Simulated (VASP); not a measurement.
Set up this calculation in VASP 6.6.1, as the native input.

* Task: relaxation of cell and atoms
* Functional: PBEsol
* Potentials or basis: VASP PAW PBE potentials, release 64 (Cd)
* Cutoff: 600 eV
* k mesh: 16 × 16 × 16
* Occupations: gaussian, width 0.1 eV
* Spin: no spin polarisation
* Dipole correction: no
* Further INCAR settings: ALGO = Normal; EDIFF = 1e-07; IBRION = 2; EDIFFG = -0.01; NSW = 80; ISIF = 3

The structure of Cd lies in POSCAR:

```
Cd
1.0
    0.0000000000      2.1887570646      2.1887570646
    2.1887570646      0.0000000000      2.1887570646
    2.1887570646      2.1887570646      0.0000000000
Cd
1
Direct
    0.0000000000      0.0000000000      0.0000000000
```

This isn't the form of Cd at room conditions, which is hcp.

One way to write it, as run:

INCAR

```
SYSTEM = Cd
ALGO = Normal ; EDIFF = 1E-7
EDIFFG = -0.01 ; ENCUT = 600
GGA = PS ; IBRION = 2
ISIF = 3 ; ISMEAR = 0
LASPH = .TRUE. ; LCHARG = .FALSE.
LREAL = .FALSE. ; LWAVE = .FALSE.
NELM = 60 ; NSW = 80
PREC = Accurate ; SIGMA = 0.1
```

KPOINTS

```
k-points
0
G
  16 16 16
  0 0 0
```

Potentials or basis: VASP PAW PBE potentials, release 64 (Cd).

Launch:

```sh
$ cat potpaw_PBE.64/Cd/POTCAR > POTCAR
$ mpirun -np 1 vasp_std > vasp.out
```

Results of the run:

```json
{
 "Relaxed volume": "21.07 Å³/atom",
 "Relaxed cell": "a = 3.100 Å, b = 3.100 Å, c = 3.100 Å, α = 60.00°, β = 60.00°, γ = 60.00°",
 "Space group after relaxing (to 0.1 Å)": "Fm-3m (No. 225)",
 "Energy gained by relaxing": "0.1 meV/atom",
 "Ionic steps": "2",
 "Pressure after relaxing": "0.0 GPa",
 "Band gap on the k mesh": "zero (bands 6 and 7 overlap by 3.36 eV)"
}
```

Caveat: the PAW data sets were made with another functional, which shifts forces and pressure a little.

Wall time 66 s on 1 thread of Intel Xeon 8259CL, with other jobs on the host, peak memory 0.19 GiB.
